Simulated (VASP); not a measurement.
The system is CrPb.

```xyz
2
Lattice="3.4859 0.0000 0.0000 0.0000 3.4859 0.0000 0.0000 0.0000 3.4859" Properties=species:S:1:pos:R:3 pbc="T T T"
Cr    0.0000    0.0000    0.0000
Pb    1.7429    1.7429    1.7429
```

Base run:

| Item | Value |
| --- | --- |
| Program | VASP 6.6.1 |
| Functional | PBEsol |
| Potentials or basis | VASP PAW PBE potentials, release 64 (Cr_pv, Pb_d) |
| Cutoff | 520 eV |
| k mesh | 12 × 12 × 12 |
| Occupations | gaussian, width 0.1 eV |
| Spin | no spin polarisation |

Its results: band gap on the k mesh zero (bands 13 and 14 overlap by 0.95 eV); pressure -15.0 GPa.

Problem. The run is repeated on the same cell with these changes: spin from no spin polarisation to collinear spin, ferromagnetic start; further incar settings from ALGO = Normal; EDIFF = 1e-07; NBANDS = 20 to ALGO = Fast; EDIFF = 1e-06; NBANDS = 24. What comes out?

Solution. Band gap on the k mesh zero (filled and empty bands overlap); pressure 0.0 GPa; net moment 4.02 μB per cell; site moments Cr +3.68; Pb -0.05 μB.

Caveats: the PAW data sets were made with another functional, which shifts forces and pressure a little; spin-orbit coupling is left out, which moves the levels of the heavy elements; the cell stands under tension (at least some runs); an empty level that is flat over the whole mesh can mark a ghost state of the potentials, or a narrow d or f band (at least some runs).
